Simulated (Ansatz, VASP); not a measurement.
# WC in VASP and in Ansatz

```
W C
1.0
     2.84129    0.00000    0.00000
    -1.42065    2.46063    0.00000
     0.00000    0.00000    2.77125
W C
1 1
Cartesian
  0.0000 0.0000 0.0000
  1.4206 0.8202 1.3856
```

Change from the starting cell: volume scaled by 0.94.

Alike in both runs: task single point; functional PBE; k mesh 13 × 13 × 12; occupations fermi-dirac, width 0.05 eV; no spin polarisation.

|  | VASP | Ansatz |
| --- | --- | --- |
| version | VASP 6.6.1 | Ansatz 0.2.0 |
| potentials or method | VASP PAW PBE potentials, release 64 (W_sv, C), cutoff 520 eV | all-electron LAPW, scalar-relativistic |

|  | VASP | Ansatz | Ansatz less VASP |
| --- | --- | --- | --- |
| pressure (GPa) | 39.6 | 38.0 | -1.61 |
| traceless stress, the component that is largest in VASP (GPa) | 3.20 | 2.93 | -0.278 |

Both programs put the cell under a high pressure, so it lies far from rest at this level. Ansatz ran all-electron here, and VASP with PAW potentials.

Neither program's run includes spin-orbit coupling.
